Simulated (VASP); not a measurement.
Write the native input for VASP 6.6.1 that does the following.

- Task: single point
- Functional: PBEsol
- Potentials or basis: VASP PAW PBE potentials, release 64 (Fe, Co)
- Cutoff: 520 eV
- k mesh: 16 × 16 × 6
- Occupations: gaussian, width 0.1 eV
- Spin: collinear spin, ferromagnetic start
- Starting moments: [2.67, 1.82, 1.88, 1.82] μB
- Dipole correction: no
- Further INCAR settings: ALGO = Fast; EDIFF = 1e-06; NBANDS = 30

The structure of FeCo3 lies in POSCAR:

```
FeCo3
1.0
    2.3574784020      0.0000000000      0.0000000000
    0.0000000000      2.3574784020      0.0000000000
    0.0000000000      0.0000000000      6.7266913416
Fe Co
1 3
Direct
    0.0000000000      0.0000000000      0.0000000000
    0.5000000000      0.5000000000      0.7522989846
    0.0000000000      0.0000000000      0.5000000000
    0.5000000000      0.5000000000      0.2477010154
```

The input as run:

INCAR

```
SYSTEM = FeCo3
PREC     = Accurate       ! precision mode
ENCUT    = 520            ! plane-wave cutoff, eV
EDIFF    = 1E-6           ! SCF threshold, eV
ISMEAR   = 0              ! smearing method
SIGMA    = 0.1            ! smearing width, eV
LREAL    = .FALSE.        ! projectors in reciprocal space
LASPH    = .TRUE.         ! aspherical terms in the spheres
NELM     = 150            ! most SCF steps
ALGO     = Fast           ! electronic algorithm
ISIF     = 2              ! what is computed and relaxed
LWAVE    = .FALSE.        ! write WAVECAR
LCHARG   = .FALSE.        ! write CHGCAR
ISPIN    = 2              ! spin polarisation
MAGMOM   = 2.67 1.82 1.88 1.82 ! initial moments
LORBIT   = 11             ! projections on sites
LMAXMIX  = 4              ! l up to which the mixer works
GGA      = PS             ! functional
NBANDS   = 30             ! bands
```

KPOINTS

```
regular mesh
0
G
  16 16 6
  0 0 0
```

Potentials or basis: VASP PAW PBE potentials, release 64 (Fe, Co).

Run with:

```console
$ cat potpaw_PBE.64/Fe/POTCAR potpaw_PBE.64/Co/POTCAR > POTCAR
$ mpirun -np 1 vasp_std > vasp.out
```

It gave:

```
Pressure                                              : 21.2 GPa
Largest force                                         : 0.036 eV/Å
Net moment                                            : 1.09 μB per cell
Site moments                                          : Fe -0.93; Co +0.48, +1.06 (each value once) μB
Valence electrons inside the program's atomic spheres : Fe 7.71; Co 8.64, 8.58 (each value once)
```

Caveat: the cell stands under pressure; the PAW data sets were made with another functional, which shifts forces and pressure a little.

Run time: 21 min on 1 thread of Intel Xeon 8259CL, with other jobs on the host, peak memory 0.36 GiB.
